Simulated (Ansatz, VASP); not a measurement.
## One calculation of Tl4Br, two programs

```xyz
5
Lattice="-3.4538 3.4538 3.4538 3.4538 -3.4538 3.4538 3.4538 3.4538 -3.4538" Properties=species:S:1:pos:R:3 pbc="T T T"
Tl    1.7269    1.7269   -1.7269
Tl   -1.7269    1.7269    1.7269
Tl    1.7269   -1.7269    1.7269
Tl    1.7269    1.7269    1.7269
Br    0.0000    0.0000    0.0000
```

Change from the starting cell: species swapped into the Hg4Pt type (Im-3m, No. 229).

Alike in both runs: task single point; functional PBE; k mesh 4 × 4 × 4; occupations gaussian, width 0.1 eV; no spin polarisation.

```csv
,VASP,Ansatz
version,VASP 6.6.1,Ansatz 0.2.0
potentials or method,"VASP PAW PBE potentials, release 64 (Tl_d, Br), cutoff 520 eV","scalar-relativistic, plane waves, PAW"
valence electrons in the cell,59,59
```

|  | VASP | Ansatz | Ansatz less VASP |
| --- | --- | --- | --- |
| gap on the k mesh at the Fermi level (eV) | none | none | - |
| pressure (GPa) | 5.3 | 5.3 | +0.04 |

A gap of «none» marks a metal or a gap that the smearing closes. With one functional, cell and mesh, what is left measures potentials, basis and numerics.

Spin-orbit coupling is off throughout.
